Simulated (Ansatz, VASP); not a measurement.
# Ba: VASP beside Ansatz

The input INCAR:

```
PREC = Accurate
ENCUT = 520
EDIFF = 1E-7
ISMEAR = 0
SIGMA = 0.1
LREAL = F
LASPH = T
NELM = 60
ALGO = Fast
ISIF = 2
LWAVE = F
LCHARG = T
GGA = PE
LELF = T
LVHAR = T
NBANDS = 11
```

KPOINTS

```
Automatic mesh
0
Gamma
  12 12 12
```

File POSCAR:

```
Ba
1.0
    0.0000000000      3.2037436998      3.2037436998
    3.2037436998      0.0000000000      3.2037436998
    3.2037436998      3.2037436998      0.0000000000
Ba
1
Direct
    0.0000000000      0.0000000000      0.0000000000
```

Input for Ansatz:

```yaml
crystal:
  lattice:
    - [0.0, 3.2037436998, 3.2037436998]
    - [3.2037436998, 0.0, 3.2037436998]
    - [3.2037436998, 3.2037436998, 0.0]
  atoms:
    - { symbol: Ba, position: [0.0, 0.0, 0.0] }
basis:
  ecutwfc: 420
kpoints:
  mp_grid: { grid: [12, 12, 12] }
hamiltonian:
  xc: pbe
scf:
  occupations: { method: gaussian, width: 0.1 }
output:
  forces: true
  stress: true
  eigenvalues: true
```

Alike in both runs: task single point; functional PBE; k mesh 12 × 12 × 12; occupations gaussian, width 0.1 eV; no spin polarisation.

|  | VASP | Ansatz |
| --- | --- | --- |
| version | VASP 6.6.1 | Ansatz 0.2.0 |
| potentials or method | VASP PAW PBE potentials, release 64 (Ba_sv), cutoff 520 eV | scalar-relativistic, plane waves, PAW |
| valence electrons in the cell | 10 | 10 |

|  | VASP | Ansatz | Ansatz less VASP |
| --- | --- | --- | --- |
| gap on the k mesh at the Fermi level (eV) | none | none | - |
| pressure (GPa) | -0.2 | -0.2 | -0.04 |

A gap of «none» marks a metal or a gap that the smearing closes. With one functional, cell and mesh, what is left measures potentials, basis and numerics.

Neither program's run includes spin-orbit coupling.
